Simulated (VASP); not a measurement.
Wanted: the native input for a VASP 6.6.1 run.

| Property | Result |
| --- | --- |
| Task | single point |
| Functional | PBEsol |
| Potentials or basis | VASP PAW PBE potentials, release 64 (Ta_pv) |
| Cutoff | 520 eV |
| k mesh | 22 × 22 × 22 |
| Occupations | gaussian, width 0.05 eV |
| Spin | no spin polarisation |
| Dipole correction | no |
| Further INCAR settings | ALGO = Normal; EDIFF = 1e-07; NBANDS = 12 |

The structure of Ta lies in POSCAR:

```
Ta
1.0
   -1.6510000000      1.6510000000      1.6510000000
    1.6510000000     -1.6510000000      1.6510000000
    1.6510000000      1.6510000000     -1.6510000000
Ta
1
Direct
    0.0000000000      0.0000000000      0.0000000000
```

These files were run (other wordings do the same):

INCAR

```
  PREC = Accurate
  ENCUT = 520
  EDIFF = 1E-7
  ISMEAR = 0
  SIGMA = 0.05
  LREAL = False
  LASPH = True
  NELM = 60
  ALGO = Normal
  ISIF = 2
  LWAVE = False
  LCHARG = False
  GGA = PS
  NBANDS = 12
```

KPOINTS

```
regular mesh
0
Gamma
  22 22 22
```

Potentials or basis: VASP PAW PBE potentials, release 64 (Ta_pv).

Command:

```console
$ cat potpaw_PBE.64/Ta_pv/POTCAR > POTCAR
$ mpirun -np 1 vasp_std > vasp.out
```

It gave:

```json
{
 "Pressure": "-3.6 GPa"
}
```

Caveat: the PAW data sets were made with another functional, which shifts forces and pressure a little.

Run time: 44 s on 1 thread of AMD EPYC 7R13 Processor (Zen 3), with other jobs on the host, peak memory 0.16 GiB.
